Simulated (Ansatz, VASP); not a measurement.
**Two plane-wave programs on Si2Mo**

```
CELL_PARAMETERS angstrom
-1.60213 1.60213 3.90810
1.60213 -1.60213 3.90810
1.60213 1.60213 -3.90810
ATOMIC_POSITIONS crystal
Si 0.66457 0.66457 0.00000
Si 0.33543 0.33543 0.00000
Mo 0.00000 0.00000 0.00000
```

Alike in both runs: task relaxation of cell and atoms; functional PBE; k mesh 18 × 18 × 18; occupations gaussian, width 0.1 eV; no spin polarisation.

|  | VASP | Ansatz |
| --- | --- | --- |
| version | VASP 6.6.1 | Ansatz 0.2.0 |
| potentials or method | VASP PAW PBE potentials, release 64 (Si, Mo_sv), cutoff 600 eV | scalar-relativistic, plane waves, PAW |
| valence electrons in the cell | 22 | 22 |

|  | VASP | Ansatz | Ansatz less VASP |
| --- | --- | --- | --- |
| gap on the k mesh at the Fermi level, each at its own relaxed structure (eV) | none | none | - |
| relaxed volume (Å³/atom) | 13.59 | 13.58 | -0.007 |
| relaxed length of the cell vector where the two differ most in proportion (Å) | 4.547 | 4.547 | -0.0006 |

A gap of «none» marks a metal or a gap that the smearing closes.
